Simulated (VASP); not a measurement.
# NbPdSe3 (P4mm) in VASP: relaxation of cell and atoms with PBE

Aim: the relaxation of cell and atoms of NbPdSe3 with PBE.

Everything below comes from runs of VASP 6.6.1. Logs are shortened: lines on timing, memory, paths and dates and some standing lists are left out, and cuts for length are marked.

## Step 1: The cell of the first run

The structure is tetragonal, space group P4mm (No. 99). The conventional cell has a = 4.772 Å, b = 4.772 Å, c = 6.629 Å, α = 90.00°, β = 90.00°, γ = 90.00°. Within 3.0 Å of Nb (site symmetry 4mm) lie 5 Se at 2.28 to 2.62 Å. Pd (site symmetry 4mm) has 4 Se at 2.54 Å and 4 Nb at 3.38 Å within 3.4 Å. Within 3.4 Å of Se (site symmetry 2mm) lie 2 Pd at 2.54 Å and 2 Nb at 2.62 Å and 4 Se at 3.37 Å. Se (site symmetry 4mm) has 1 Nb at 2.28 Å within 3.0 Å.

## Step 2: Relaxation of cell and atoms, PBE

The input, INCAR:

```
SYSTEM = NbPdSe3
PREC     = Accurate       ! precision mode
ENCUT    = 600            ! plane-wave cutoff, eV
EDIFF    = 1E-7           ! SCF threshold, eV
ISMEAR   = 0              ! smearing method
SIGMA    = 0.1            ! smearing width, eV
LREAL    = .FALSE.        ! projectors in reciprocal space
LASPH    = .TRUE.         ! aspherical terms in the spheres
NELM     = 80             ! most SCF steps
ALGO     = Normal         ! electronic algorithm
ISIF     = 3              ! what is computed and relaxed
LWAVE    = .FALSE.        ! write WAVECAR
LCHARG   = .FALSE.        ! write CHGCAR
GGA      = PE             ! functional
IBRION   = 2              ! ionic algorithm
NSW      = 100            ! ionic steps
EDIFFG   = -0.01          ! ionic threshold
```

The input, KPOINTS:

```
Automatic mesh
0
G
  8 8 6
  0 0 0
```

The input, POSCAR:

```
NbPdSe3
1.0
    4.7721356956      0.0000000000      0.0000000000
    0.0000000000      4.7721356956      0.0000000000
    0.0000000000      0.0000000000      6.6292018080
Nb Pd Se
1 1 3
Direct
    0.0000000000      0.0000000000      0.7146636998
    0.5000000000      0.5000000000      0.6845612234
    0.0000000000      0.5000000000      0.5517209637
    0.0000000000      0.0000000000      0.0590241194
    0.5000000000      0.0000000000      0.5517209637
```

Potentials or basis: VASP PAW PBE potentials, release 64 (Nb_sv, Pd, Se).

Run with:

```bash
> cat potpaw_PBE.64/Nb_sv/POTCAR potpaw_PBE.64/Pd/POTCAR potpaw_PBE.64/Se/POTCAR > POTCAR
> mpirun -np 1 vasp_std > vasp.out
```

OUTCAR:

```text
SYSTEM = NbPdSe3
   PREC = Accurate
   ENCUT = 600
   EDIFF = 1E-7
   ISMEAR = 0
   LREAL = .FALSE.
   LASPH = .TRUE.
   NELM = 80
   ISIF = 3
   GGA = PE
   IBRION = 2
   NSW = 100
   EDIFFG = -0.01

 ion  position               nearest neighbor table
   1  0.000  0.000  0.715-   4 2.28   3 2.62   5 2.62   3 2.62   5 2.62
   2  0.500  0.500  0.685-   3 2.54   5 2.54   5 2.54   3 2.54
   3  0.000  0.500  0.552-   2 2.54   2 2.54   1 2.62   1 2.62
   4  0.000  0.000  0.059-   1 2.28
   5  0.500  0.000  0.552-   2 2.54   2 2.54   1 2.62   1 2.62

  LATTYP: Found a simple tetragonal cell.
 ALAT       =     4.7721356956
 C/A-ratio  =     1.3891478011

  Lattice vectors:

 A1 = (   4.7721356956,   0.0000000000,   0.0000000000)
 A2 = (   0.0000000000,   4.7721356956,   0.0000000000)
 A3 = (   0.0000000000,   0.0000000000,   6.6292018080)

Analysis of symmetry for initial positions (statically):
=====================================================================
 Subroutine PRICEL returns:
 Original cell was already a primitive cell.

 Routine SETGRP: Setting up the symmetry group for a
 simple tetragonal supercell.

 Subroutine GETGRP returns: Found  8 space group operations
 (whereof  8 operations were pure point group operations)
 out of a pool of 16 trial point group operations.

The static configuration has the point symmetry C_4v.

Analysis of symmetry for dynamics (positions and initial velocities):
=====================================================================
 Subroutine PRICEL returns:
 Original cell was already a primitive cell.

 Routine SETGRP: Setting up the symmetry group for a
 simple tetragonal supercell.

 Subroutine GETGRP returns: Found  8 space group operations
 (whereof  8 operations were pure point group operations)
 out of a pool of 16 trial point group operations.

The dynamic configuration has the point symmetry C_4v.

 Subroutine INISYM returns: Found  8 space group operations
 (whereof  8 operations are pure point group operations),
 and found     1 'primitive' translations

----------------------------------------------------------------------------------------

                                     Primitive cell

  volume of cell :     150.9687

  direct lattice vectors                    reciprocal lattice vectors
     4.772135696  0.000000000  0.000000000     0.209549783  0.000000000  0.000000000
     0.000000000  4.772135696  0.000000000     0.000000000  0.209549783  0.000000000
     0.000000000  0.000000000  6.629201808     0.000000000  0.000000000  0.150847723

  length of vectors
     4.772135696  4.772135696  6.629201808     0.209549783  0.209549783  0.150847723

  position of ions in fractional coordinates (direct lattice)
     0.000000000  0.000000000  0.714663700
     0.500000000  0.500000000  0.684561223
     0.000000000  0.500000000  0.551720964
     0.000000000  0.000000000  0.059024119
     0.500000000  0.000000000  0.551720964

  ion indices of the primitive-cell ions
   primitive index   ion index
                 1           1
                 2           2
                 3           3
                 4           4
                 5           5

----------------------------------------------------------------------------------------

 KPOINTS: Automatic mesh

Automatic generation of k-mesh.
 Grid dimensions read from file:
 generate k-points for:    8    8    6

 Generating k-lattice:

  Cartesian coordinates                     Fractional coordinates (reciprocal lattice)
     0.026193723  0.000000000  0.000000000     0.125000000  0.000000000  0.000000000
     0.000000000  0.026193723  0.000000000     0.000000000  0.125000000  0.000000000
     0.000000000  0.000000000  0.025141287     0.000000000  0.000000000  0.166666667

  Length of vectors
     0.026193723  0.026193723  0.025141287

  Shift w.r.t. Gamma in fractional coordinates (k-lattice)
     0.000000000  0.000000000  0.000000000

 Subroutine IBZKPT returns following result:
 ===========================================

 Found     60 irreducible k-points:

 Following reciprocal coordinates:
            Coordinates               Weight
  0.000000  0.000000  0.000000      1.000000
  0.125000  0.000000  0.000000      4.000000
  0.250000  0.000000  0.000000      4.000000
  0.375000  0.000000  0.000000      4.000000
  0.500000  0.000000  0.000000      2.000000
  0.125000  0.125000  0.000000      4.000000
[... 16 lines left out ...]
  0.375000  0.125000  0.166667     16.000000
  0.500000  0.125000  0.166667      8.000000
 [... further k-points ...]
   k-points           NKPTS =     60   k-points in BZ     NKDIM =     60   number of bands    NBANDS=     24
   number of dos      NEDOS =    301   number of ions     NIONS =      5
   total plane-waves  NPLWV =  86400
   dimension x,y,z NGX =    40 NGY =   40 NGZ =   54
   dimension x,y,z NGXF=    80 NGYF=   80 NGZF=  108
   ions per type =               1   1   3
   NGX,Y,Z   is equivalent  to a cutoff of  13.93, 13.93, 13.54 a.u.
   NGXF,Y,Z  is equivalent  to a cutoff of  27.87, 27.87, 27.08 a.u.
 SYSTEM =  NbPdSe3
   PREC   = accura    normal or accurate (medium, high low for compatibility)
   ISTART =      0    job   : 0-new  1-cont  2-samecut
   ICHARG =      2    charge: 1-file 2-atom 10-const
   ISPIN  =      1    spin polarized calculation?
   LNONCOLLINEAR =      F non collinear calculations
   LSORBIT =      F    spin-orbit coupling
   LASPH  =      T    aspherical Exc in radial PAW
   ENCUT  =  600.0 eV  44.10 Ry    6.64 a.u.   9.53  9.53 13.24*2*pi/ulx,y,z
   NELM   =     80;   NELMIN=  2; NELMDL= -5     # of ELM steps
   EDIFF  = 0.1E-06   stopping-criterion for ELM
   LREAL  =      F    real-space projection
   EDIFFG = -.1E-01   stopping-criterion for IOM
   NSW    =    100    number of steps for IOM
   IBRION =      2    ionic relax: 0-MD 1-quasi-New 2-CG
   NFREE  =      1    steps in history (QN), initial steepest desc. (CG)
   ISIF   =      3    stress and relaxation
   ISYM   =      2    0-nonsym 1-usesym 2-fastsym
   POTIM  = 0.5000    time-step for ionic-motion
   TEBEG  =    0.0;   TEEND  =   0.0 temperature during run
   PSTRESS=    0.0 pullay stress
   NELECT =      41.0000    total number of electrons
   NUPDOWN=      -1.0000    fix difference up-down
   EMIN   =  10.00;   EMAX   =-10.00  energy-range for DOS
   EFERMI =   0.00;   METHOD = LEGACY
   ISMEAR =     0;   SIGMA  =   0.10  broadening in eV -4-tet -1-fermi 0-gaus
   EFERMI_NEDOS =   21; number of points for ismear=-14 and -15
   IALGO  =     38    algorithm
   IMIX   =      4    mixing-type and parameters
     AMIX     =   0.40;   BMIX     =  1.00
     AMIX_MAG =   1.60;   BMIX_MAG =  1.00
  volume/ion in A,a.u.               =      30.19       203.76
  Fermi-wavevector in a.u.,A,eV,Ry     =   1.060166  2.003423 15.292293  1.123952
  Thomas-Fermi vector in A             =   2.195537
   LORBIT       =      0    0 simple, 1 ext, 2 COOP (PROOUT), +10 PAW based schemes
   GGA     = PE    functional components
   LHFCALC =     F    Hartree Fock is set to
   AEXX    =    0.0000 exact exchange contribution
   IVDW    =     0    specifies the selected vdW correction
   LEPSILON=     F    determine dielectric tensor
   LRPA    =     F    only Hartree local field effects (RPA)
 conjugate gradient relaxation of ions
 non-spin polarized calculation
 Gauss-broadening in eV      SIGMA  =   0.10
  energy-cutoff  :      600.00
  volume of cell :      150.97
 maximum number of plane-waves:      5091
 NGX is ok and might be reduce to    40
   NGX = 19   NGY = 19   NGZ = 27

--------------------------------------- Ionic step        1  -------------------------------------------

 number of electron      40.9999999 magnetization

 Free energy of the ion-electron system (eV)
  ---------------------------------------------------
  ext. energy  EPLUGINS =         0.00000000
  ---------------------------------------------------
  free energy    TOTEN  =       -27.87162560 eV

  energy without entropy =      -27.86128321  energy(sigma->0) =      -27.86645441

------------------------ aborting loop because EDIFF is reached ----------------------------------------

  FORCE on cell =-STRESS in cart. coord.  units (eV):
  Direction    XX          YY          ZZ          XY          YZ          ZX
  --------------------------------------------------------------------------------------
  -------------------------------------------------------------------------------------
  Total        0.0819284      0.0819284      0.2050929      0.0000000     -0.0000000      0.0000000
  in kB        0.8694777      0.8694777      2.1765791      0.0000000     -0.0000000      0.0000000
  external PRESSURE =       1.3051782 kB  Pullay stress =       0.0000000 kB
[... 98 lines left out ...]
  FREE ENERGIE OF THE ION-ELECTRON SYSTEM (eV)
  ---------------------------------------------------
  free  energy   TOTEN  =       -27.8721452922 eV

  energy  without entropy=      -27.8617991719  energy(sigma->0) =      -27.86697223

[... ionic steps 4 to 22 ...]

--------------------------------------- Ionic step       23  -------------------------------------------

 number of electron      40.9999997 magnetization

------------------------ aborting loop because EDIFF is reached ----------------------------------------

  FORCE on cell =-STRESS in cart. coord.  units (eV):
  Direction    XX          YY          ZZ          XY          YZ          ZX
  --------------------------------------------------------------------------------------
  -------------------------------------------------------------------------------------
  Total        0.0037358      0.0037358     -0.0115699      0.0000000      0.0000000      0.0000000
  in kB        0.0390112      0.0390112     -0.1208186      0.0000000      0.0000000      0.0000000
  external PRESSURE =      -0.0142654 kB  Pullay stress =       0.0000000 kB
[... 63 lines left out ...]
  energy  without entropy=      -27.8650399949  energy(sigma->0) =      -27.87022838

--------------------------------------- Ionic step       25  -------------------------------------------

 number of electron      40.9999997 magnetization

 Free energy of the ion-electron system (eV)
  ---------------------------------------------------
  ext. energy  EPLUGINS =         0.00000000
  ---------------------------------------------------
  free energy    TOTEN  =       -27.87542482 eV

  energy without entropy =      -27.86504992  energy(sigma->0) =      -27.87023737

 E-fermi :   2.7923     XC(G=0):  -8.2535

 val. band max:        2.7916626361   @ k =   0.2500   0.1250   0.3333
 cond. band min:       2.7954776739   @ k =   0.1250   0.1250   0.3333
 fundamental gap:      0.0038150377
 Fermi energy:         2.7922948247

 k-point     1 :       0.0000    0.0000    0.0000
  band No.  band energies     occupation
      1     -53.2566      2.00000
      2     -29.3554      2.00000
      3     -29.3361      2.00000
      4     -29.3361      2.00000
      5     -11.6115      2.00000
      6     -10.2819      2.00000
[... 637 lines left out ...]
     23       3.6840      0.00000
     24       4.1164      0.00000

 [... further k-points ...]
[... 5 lines left out ...]
  --------------------------------------------------------------------------------------
  -------------------------------------------------------------------------------------
  Total        0.0256333      0.0256333      0.0354325      0.0000000      0.0000000      0.0000000
  in kB        0.2669342      0.2669342      0.3689783      0.0000000      0.0000000      0.0000000
  external PRESSURE =       0.3009489 kB  Pullay stress =       0.0000000 kB
[... 20 lines left out ...]
  FREE ENERGIE OF THE ION-ELECTRON SYSTEM (eV)
  ---------------------------------------------------
  free  energy   TOTEN  =       -27.8754248201 eV

  energy  without entropy=      -27.8650499177  energy(sigma->0) =      -27.87023737

 reached required accuracy - stopping structural energy minimisation
```

Wall time 44 min (1 thread of Intel Xeon 6975P-C (Granite Rapids), shared host); peak memory 0.5 GiB.

What came out:

```
Free energy                            : -27.8754 eV
Relaxed volume                         : 30.77 Å³/atom
Relaxed cell                           : a = 4.764 Å, b = 4.764 Å, c = 6.779 Å, α = 90.00°, β = 90.00°, γ = 90.00°
Space group after relaxing (to 0.05 Å) : P4mm (No. 99)
Energy gained by relaxing              : 0.8 meV/atom
Ionic steps                            : 25
Pressure after relaxing                : 0.0 GPa
Largest force after relaxing           : 0.008 eV/Å
```

Forces in eV/Å, atoms in the order of the input:
```
Nb   0.000  0.000  0.007
Pd   0.000  0.000  0.008
Se   0.000  0.000 -0.008
Se   0.000  0.000  0.000
Se   0.000  0.000 -0.008
```

The path:
```tsv
step	energy change (eV)	largest force (eV/Å)	pressure (GPa)	volume (Å³)
1	0.0000	0.1180	0.13	150.97
2	-0.0004	0.1508	-0.19	151.51
3	-0.0005	0.1090	-0.10	151.36
4	-0.0011	0.0656	-0.11	151.37
5	-0.0017	0.1059	-0.12	151.41
6	-0.0021	0.0670	-0.08	151.29
7	-0.0024	0.0188	0.00	151.06
8	-0.0024	0.0235	0.01	151.02
9	-0.0025	0.0187	0.02	151.04
10	-0.0026	0.0094	0.05	151.09
11	-0.0027	0.0361	0.11	151.18
12	-0.0026	0.0977	0.22	151.37
13	-0.0027	0.0572	0.14	151.25
14	-0.0027	0.0566	0.14	151.26
15	-0.0027	0.0546	0.14	151.30
16	-0.0028	0.0505	0.13	151.37
17	-0.0029	0.0423	0.12	151.52
18	-0.0031	0.0259	0.10	151.83
19	-0.0032	0.0429	0.06	152.43
20	-0.0033	0.0350	0.03	152.60
21	-0.0034	0.0496	-0.03	153.07
22	-0.0035	0.0431	-0.02	153.16
23	-0.0037	0.0236	0.00	153.43
24	-0.0038	0.0146	0.04	153.96
25	-0.0038	0.0084	0.03	153.85
```

Final structure:
```xyz
5
Lattice="4.7642 0.0000 0.0000 0.0000 4.7642 0.0000 0.0000 0.0000 6.7786" Properties=species:S:1:pos:R:3 pbc="T T T"
Nb    0.0000    0.0000    4.8370
Pd    2.3821    2.3821    4.6708
Se    0.0000    2.3821    3.7572
Se    0.0000    0.0000    0.3426
Se    2.3821    0.0000    3.7572
```
